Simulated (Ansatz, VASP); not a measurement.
## Pb in VASP and in Ansatz

```
Pb
1.0
     0.00000    2.55958    2.55958
     2.55958    0.00000    2.55958
     2.55958    2.55958    0.00000
Pb
1
Direct
  0.00000 0.00000 0.00000
```

Alike in both runs: task single point; functional PBE; dispersion D3(BJ); k mesh 14 × 14 × 14; occupations gaussian, width 0.1 eV; no spin polarisation.

|  | VASP | Ansatz |
| --- | --- | --- |
| version | VASP 6.6.1 | Ansatz 0.2.0 |
| potentials or method | VASP PAW PBE potentials, release 64 (Pb_d), cutoff 520 eV | scalar-relativistic, plane waves, PAW |
| valence electrons in the cell | 14 | 14 |

```tsv
	VASP	Ansatz	Ansatz less VASP
gap on the k mesh at the Fermi level (eV)	none	none	-
pressure (GPa)	-3.3	-3.3	+0.05
```

A gap of «none» marks a metal or a gap that the smearing closes.

Neither program's run includes spin-orbit coupling.
